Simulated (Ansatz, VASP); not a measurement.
**ZnSe2: VASP beside Ansatz**

POSCAR

```
ZnSe2
1.0
    6.3069739194      0.0000000000      0.0000000000
    0.0000000000      6.3069739194      0.0000000000
    0.0000000000      0.0000000000      6.3069739194
Zn Se
4 8
Direct
    0.5000000000      0.5000000000      0.0000000000
    0.5000000000      0.0000000000      0.5000000000
    0.0000000000      0.5000000000      0.5000000000
    0.0000000000      0.0000000000      0.0000000000
    0.1083085855      0.8916914145      0.3916914145
    0.8916914145      0.3916914145      0.1083085855
    0.3916914145      0.1083085855      0.8916914145
    0.6083085855      0.6083085855      0.6083085855
    0.8916914145      0.1083085855      0.6083085855
    0.1083085855      0.6083085855      0.8916914145
    0.6083085855      0.8916914145      0.1083085855
    0.3916914145      0.3916914145      0.3916914145
```

Contents of INCAR.step1:

```
ALGO = Normal ; EDIFF = 1E-4
ENCUT = 520 ; GGA = PE
ISMEAR = 0 ; LASPH = True
LCHARG = False ; LREAL = False
LWAVE = True ; NBANDS = 60
NELM = 100 ; PREC = Accurate
SIGMA = 0.02
```

Contents of INCAR.step2:

```
ALGO = Normal ; EDIFF = 1E-6
ENCUT = 520 ; ISIF = 2
ISMEAR = 0 ; ISTART = 1
LASPH = True ; LCHARG = True
LELF = True ; LMIXTAU = True
LREAL = False ; LVHAR = True
LWAVE = False ; METAGGA = R2SCAN
NBANDS = 60 ; NELM = 100
PREC = Accurate ; SIGMA = 0.02
```

The input KPOINTS:

```
k-points
0
Gamma
  4 4 4
```

Input for Ansatz:

```yaml
crystal:
  lattice:
    - [6.306973922, 0.0, 0.0]
    - [0.0, 6.306973922, 0.0]
    - [0.0, 0.0, 6.306973922]
  atoms:
    - { symbol: Zn, position: [0.5, 0.5, 0.0] }
    - { symbol: Zn, position: [0.5, 0.0, 0.5] }
    - { symbol: Zn, position: [0.0, 0.5, 0.5] }
    - { symbol: Zn, position: [0.0, 0.0, 0.0] }
    - { symbol: Se, position: [0.1083085856, 0.8916914144, 0.3916914144] }
    - { symbol: Se, position: [0.8916914144, 0.3916914144, 0.1083085856] }
    - { symbol: Se, position: [0.3916914144, 0.1083085856, 0.8916914144] }
    - { symbol: Se, position: [0.6083085856, 0.6083085856, 0.6083085856] }
    - { symbol: Se, position: [0.8916914144, 0.1083085856, 0.6083085856] }
    - { symbol: Se, position: [0.1083085856, 0.6083085856, 0.8916914144] }
    - { symbol: Se, position: [0.6083085856, 0.8916914144, 0.1083085856] }
    - { symbol: Se, position: [0.3916914144, 0.3916914144, 0.3916914144] }
basis:
  ecutwfc: 500
kpoints:
  mp_grid: { grid: [4, 4, 4] }
  band_path: { path: [VBM, CBM], npoints: 2 }
hamiltonian:
  xc: r2scan
scf:
  occupations: { method: gaussian, width: 0.02 }
output:
  forces: true
  stress: true
  eigenvalues: true
checkpoint:
  read: start.run
  write: ck
  compress: false
  write_wavefunctions: false
  write_every: 100000
```

Alike in both runs: task single point; functional r2SCAN; k mesh 4 × 4 × 4; occupations gaussian, width 0.02 eV; no spin polarisation.

|  | VASP | Ansatz |
| --- | --- | --- |
| version | VASP 6.6.1 | Ansatz 0.2.0 |
| potentials or method | VASP PAW PBE potentials, release 64 (Zn, Se), cutoff 520 eV | scalar-relativistic, plane waves, PAW |
| valence electrons in the cell | 96 | 176 |

```tsv
	VASP	Ansatz	Ansatz less VASP
gap on the k mesh at the Fermi level (eV)	1.18	1.18	+0.004
least direct gap on the mesh (eV)	1.35	1.34	-0.003
pressure (GPa)	0.0	0.0	-0.05
```

VASP's potentials were made for PBE, not for r2SCAN. VASP's potentials hold 96 valence electrons a cell and Ansatz's 176, so a difference there can come from the potentials and not from the codes.
